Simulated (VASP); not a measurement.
Here is a VASP 6.6.1 calculation.

Contents of INCAR:

```
ALGO = Normal ; EDIFF = 1E-7
ENCUT = 520 ; GGA = PS
ISIF = 2 ; ISMEAR = 0
LASPH = T ; LCHARG = T
LELF = T ; LREAL = F
LVHAR = T ; LWAVE = F
NBANDS = 56 ; NELM = 100
PREC = Accurate ; SIGMA = 0.01
```

Contents of KPOINTS:

```
k-points
0
Gamma
  6 6 6
```

POSCAR

```
HfO2
1.0
    5.2194633600      0.0000000000      0.0000000000
    0.0000000000      5.0047636900      0.0000000000
    0.0000000000      0.0000000000      5.0326850500
Hf O
4 8
Direct
    0.0330125448      0.2678657639      0.2429037848
    0.4669874552      0.2678657639      0.7429037848
    0.5330125448      0.7321342361      0.2429037848
    0.9669874552      0.7321342361      0.7429037848
    0.3689303421      0.0728967171      0.3787400576
    0.1310696579      0.0728967171      0.8787400576
    0.7350196261      0.4587351130      0.4913561576
    0.7649803739      0.4587351130      0.9913561576
    0.2649803739      0.5412648870      0.9913561576
    0.2350196261      0.5412648870      0.4913561576
    0.8689303421      0.9271032829      0.3787400576
    0.6310696579      0.9271032829      0.8787400576
```

Potentials or basis: VASP PAW PBE potentials, release 64 (Hf_pv, O).

The run is started by

```sh
$ cat potpaw_PBE.64/Hf_pv/POTCAR potpaw_PBE.64/O/POTCAR > POTCAR
$ mpirun -np 1 vasp_std > vasp.out
```

(1) Estimate the band gap on the k mesh.

(2) What does it give for the largest force?

## Answers

(1) 4.33 eV (least direct gap 4.54 eV).

(2) 0.063 eV/Å.

Caveat: the cell differs from its parent crystal (atoms moved along the polar distortion); the PAW data sets were made with another functional, which shifts forces and pressure a little; spin-orbit coupling is left out, which moves the levels of the heavy elements.
